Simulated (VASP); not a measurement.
# K (P6_3/mmc) in VASP: a series of runs, part 2 of 2

VASP 6.6.1.

## 3. Electric field gradients, PBE (z stretched by -4 % at fixed volume)

INCAR reads:

```
SYSTEM = K
ALGO = Normal
EDIFF = 1E-8
ENCUT = 520
GGA = PE
ISIF = 2
ISMEAR = -1
LASPH = .True.
LCHARG = .False.
LEFG = .True.
LREAL = .False.
LWAVE = .False.
NBANDS = 16
NELM = 60
PREC = Accurate
SIGMA = 0.03
```

KPOINTS reads:

```
k-points
0
Gamma
  12 12 6
  0 0 0
```

POSCAR reads:

```
K
1.0
    4.8112211123      0.0000000000      0.0000000000
   -2.4056105561      4.1666397064      0.0000000000
    0.0000000000      0.0000000000      7.3939809520
K
2
Direct
    0.3333333333      0.6666666667      0.2500000000
    0.6666666667      0.3333333333      0.7500000000
```

Potentials or basis: VASP PAW PBE potentials, release 64 (K_sv).

Run with:

```
cat potpaw_PBE.64/K_sv/POTCAR > POTCAR
mpirun -np 1 vasp_std > vasp.out
```

OUTCAR:

```text
SYSTEM = K
   EDIFF = 1E-8
   ENCUT = 520
   GGA = PE
   ISIF = 2
   ISMEAR = -1
   LASPH = .True.
   LREAL = .False.
   NELM = 60
   PREC = Accurate

 ion  position               nearest neighbor table
   1  0.333  0.667  0.250-
   2  0.667  0.333  0.750-

  LATTYP: Found a hexagonal cell.
 ALAT       =     4.8112211123
 C/A-ratio  =     1.5368200254

  Lattice vectors:

 A1 = (   4.8112211123,   0.0000000000,   0.0000000000)
 A2 = (  -2.4056105561,   4.1666397064,   0.0000000000)
 A3 = (   0.0000000000,   0.0000000000,   7.3939809520)

Analysis of symmetry for initial positions (statically):
=====================================================================
 Subroutine PRICEL returns:
 Original cell was already a primitive cell.

 Routine SETGRP: Setting up the symmetry group for a
 hexagonal supercell.

 Subroutine GETGRP returns: Found 24 space group operations
 (whereof 12 operations were pure point group operations)
 out of a pool of 24 trial point group operations.

The static configuration has the point symmetry D_3d.
 The point group associated with its full space group is D_6h.

Analysis of symmetry for dynamics (positions and initial velocities):
=====================================================================
 Subroutine PRICEL returns:
 Original cell was already a primitive cell.

 Routine SETGRP: Setting up the symmetry group for a
 hexagonal supercell.

 Subroutine GETGRP returns: Found 24 space group operations
 (whereof 12 operations were pure point group operations)
 out of a pool of 24 trial point group operations.

The dynamic configuration has the point symmetry D_3d.
 The point group associated with its full space group is D_6h.

 Subroutine INISYM returns: Found 24 space group operations
 (whereof 12 operations are pure point group operations),
 and found     1 'primitive' translations

----------------------------------------------------------------------------------------

                                     Primitive cell

  volume of cell :     148.2244

  direct lattice vectors                    reciprocal lattice vectors
     4.811221112  0.000000000  0.000000000     0.207847442  0.120000776  0.000000000
    -2.405610556  4.166639706  0.000000000     0.000000000  0.240001553  0.000000000
     0.000000000  0.000000000  7.393980952     0.000000000  0.000000000  0.135245141

  length of vectors
     4.811221112  4.811221112  7.393980952     0.240001553  0.240001553  0.135245141

  position of ions in fractional coordinates (direct lattice)
     0.333333333  0.666666667  0.250000000
     0.666666667  0.333333333  0.750000000

  ion indices of the primitive-cell ions
   primitive index   ion index
                 1           1
                 2           2

----------------------------------------------------------------------------------------

 KPOINTS: k-points

Automatic generation of k-mesh.
 Grid dimensions read from file:
[... 67 lines left out ...]
   EDIFFG = 0.1E-06   stopping-criterion for IOM
   NSW    =      0    number of steps for IOM
   IBRION =     -1    ionic relax: 0-MD 1-quasi-New 2-CG
   NFREE  =      0    steps in history (QN), initial steepest desc. (CG)
   ISIF   =      2    stress and relaxation
   ISYM   =      2    0-nonsym 1-usesym 2-fastsym
   POTIM  = 0.5000    time-step for ionic-motion
   TEBEG  =    0.0;   TEEND  =   0.0 temperature during run
   PSTRESS=    0.0 pullay stress
   NELECT =      18.0000    total number of electrons
   NUPDOWN=      -1.0000    fix difference up-down
   EMIN   =  10.00;   EMAX   =-10.00  energy-range for DOS
   EFERMI =   0.00;   METHOD = LEGACY
   ISMEAR =    -1;   SIGMA  =   0.03  broadening in eV -4-tet -1-fermi 0-gaus
   EFERMI_NEDOS =   21; number of points for ismear=-14 and -15
   IALGO  =     38    algorithm
   IMIX   =      4    mixing-type and parameters
     AMIX     =   0.40;   BMIX     =  1.00
     AMIX_MAG =   1.60;   BMIX_MAG =  1.00
  volume/ion in A,a.u.               =      74.11       500.13
  Fermi-wavevector in a.u.,A,eV,Ry     =   0.810698  1.531997  8.942175  0.657231
  Thomas-Fermi vector in A             =   1.919921
   LORBIT       =      0    0 simple, 1 ext, 2 COOP (PROOUT), +10 PAW based schemes
   GGA     = PE    functional components
   LHFCALC =     F    Hartree Fock is set to
   AEXX    =    0.0000 exact exchange contribution
   IVDW    =     0    specifies the selected vdW correction
   LEPSILON=     F    determine dielectric tensor
   LRPA    =     F    only Hartree local field effects (RPA)
 non-spin polarized calculation
  energy-cutoff  :      520.00
  volume of cell :      148.22
 maximum number of plane-waves:      4026
 NGX is ok and might be reduce to    36
   NGX = 17   NGY = 17   NGZ = 27

 number of electron      18.0000001 magnetization

 Free energy of the ion-electron system (eV)
  ---------------------------------------------------
  ext. energy  EPLUGINS =         0.00000000
  ---------------------------------------------------
  free energy    TOTEN  =        -2.09381367 eV

  energy without entropy =       -2.08993995  energy(sigma->0) =       -2.09187681

 E-fermi :  -0.1485     XC(G=0):  -5.6315

 val. band max:       -0.1777437619   @ k =   0.2500   0.0833   0.3333
 cond. band min:      -0.1041207948   @ k =   0.5000  -0.0000   0.0000
 fundamental gap:      0.0736229671
 Fermi energy:        -0.1484676434

 k-point     1 :       0.0000    0.0000    0.0000
  band No.  band energies     occupation
      1     -32.2697      2.00000
      2     -32.2650      2.00000
      3     -15.7944      2.00000
      4     -15.7335      2.00000
      5     -15.7335      2.00000
      6     -15.7209      2.00000
[... 433 lines left out ...]
      3     -15.7774      2.00000
      4     -15.7586      2.00000
      5     -15.7539      2.00000
      6     -15.7424      2.00000
[... 8 lines left out ...]
     15       3.8916      0.00000
     16       4.2172      0.00000

 [... further k-points ...]
[... 5 lines left out ...]
  --------------------------------------------------------------------------------------
  -------------------------------------------------------------------------------------
  Total       -0.0900259     -0.0900259      0.1541381     -0.0000000     -0.0000000      0.0000000
  in kB       -0.9731024     -0.9731024      1.6660993     -0.0000000     -0.0000000      0.0000000
  external PRESSURE =      -0.0933685 kB  Pullay stress =       0.0000000 kB

 VOLUME and BASIS-vectors are now :
 -----------------------------------------------------------------------------
  energy-cutoff  :      520.00
  volume of cell :      148.22
      direct lattice vectors                 reciprocal lattice vectors
     4.811221112  0.000000000  0.000000000     0.207847442  0.120000776  0.000000000
    -2.405610556  4.166639706  0.000000000     0.000000000  0.240001553  0.000000000
     0.000000000  0.000000000  7.393980952     0.000000000  0.000000000  0.135245141

 POSITION                                       TOTAL-FORCE (eV/Angst)
 -----------------------------------------------------------------------------------
     -0.00000      2.77776      1.84850        -0.000000      0.000000      0.000000
      2.40561      1.38888      5.54549         0.000000     -0.000000     -0.000000
 -----------------------------------------------------------------------------------
    total drift:                               -0.000000      0.000000     -0.000000

  FREE ENERGIE OF THE ION-ELECTRON SYSTEM (eV)
  ---------------------------------------------------
  free  energy   TOTEN  =        -2.0938136657 eV

  energy  without entropy=       -2.0899399455  energy(sigma->0) =       -2.09187681

 Electric field gradients (V/A^2)
---------------------------------------------------------------------
 ion       V_xx      V_yy      V_zz      V_xy      V_xz      V_yz
---------------------------------------------------------------------
   1      -0.402    -0.402     0.804    -0.001     0.000    -0.000
   2      -0.402    -0.402     0.804    -0.001    -0.000     0.000
---------------------------------------------------------------------

 Electric field gradients after diagonalization (V/A^2)
 (convention: |V_zz| > |V_xx| > |V_yy|)
----------------------------------------------------------------------
 ion       V_xx      V_yy      V_zz     asymmetry (V_yy - V_xx)/ V_zz
----------------------------------------------------------------------
   1      -0.403    -0.401     0.804       0.002
   2      -0.403    -0.401     0.804       0.002
----------------------------------------------------------------------

           NMR quadrupolar parameters

 Cq : quadrupolar parameter    Cq=e*Q*V_zz/h
 eta: asymmetry parameters     (V_yy - V_xx)/ V_zz
 Q  : nuclear electric quadrupole moment in mb (millibarn)
----------------------------------------------------------------------
 ion       Cq(MHz)       eta       Q (mb)
----------------------------------------------------------------------
   1       0.002       0.002       1.000
   2       0.002       0.002       1.000
----------------------------------------------------------------------
```

OSZICAR:

```text
N       E                     dE             d eps       ncg     rms          rms(c)
DAV:   1     0.115795334767E+03    0.11580E+03   -0.76490E+03  2432   0.889E+02
DAV:   2     0.668802261746E+01   -0.10911E+03   -0.10657E+03  2944   0.264E+02
DAV:   3    -0.166690594633E+01   -0.83549E+01   -0.83195E+01  4600   0.529E+01
DAV:   4    -0.208593540955E+01   -0.41903E+00   -0.41898E+00  3384   0.895E+00
DAV:   5    -0.209269637495E+01   -0.67610E-02   -0.67609E-02  4032   0.925E-01    0.276E+00
DAV:   6    -0.209295620350E+01   -0.25983E-03   -0.23984E-03  3408   0.326E-01    0.171E+00
DAV:   7    -0.209363812996E+01   -0.68193E-03   -0.47402E-03  3160   0.415E-01    0.683E-02
DAV:   8    -0.209379022871E+01   -0.15210E-03   -0.62045E-04  3904   0.185E-01    0.322E-02
DAV:   9    -0.209381085936E+01   -0.20631E-04   -0.12978E-05  3504   0.299E-02    0.154E-02
DAV:  10    -0.209381384234E+01   -0.29830E-05   -0.83960E-06  3312   0.190E-02    0.214E-03
DAV:  11    -0.209381401136E+01   -0.16902E-06   -0.22090E-07  3992   0.328E-03    0.117E-03
DAV:  12    -0.209381365576E+01    0.35560E-06   -0.29684E-08  2728   0.106E-03    0.968E-05
DAV:  13    -0.209381362023E+01    0.35524E-07   -0.21205E-09  2080   0.405E-04    0.108E-04
DAV:  14    -0.209381367439E+01   -0.54155E-07   -0.50283E-10  1712   0.167E-04    0.158E-04
DAV:  15    -0.209381366571E+01    0.86789E-08   -0.17130E-10  1544   0.119E-04
   1 F= -.20938137E+01 E0= -.20918768E+01  d E =-.387372E-02
```

Wall time 66 s (1 thread of Intel Xeon 6975P-C (Granite Rapids), shared host); peak memory 0.32 GiB.

Results:

```yaml
Free_energy: -2.0938 eV
Pressure: 0.0 GPa
Band_gap_on_the_k_mesh: zero (bands 9 and 10 overlap by 2.54 eV)
Largest_electric_field_gradient_by_atom: K +0.8 V/Å²
```

Electric field gradients, principal values (V/Å²):
```csv
atom,least,middle,greatest (by size)
1 K,-0.401,-0.403,0.804
2 K,-0.401,-0.403,0.804
```

Caveat: without QUAD_EFG the Cq values of the log hold for a quadrupole moment of 1 mb, not for the nuclei.

The gap in the log of VASP goes by the Fermi energy; the results here count the filled bands.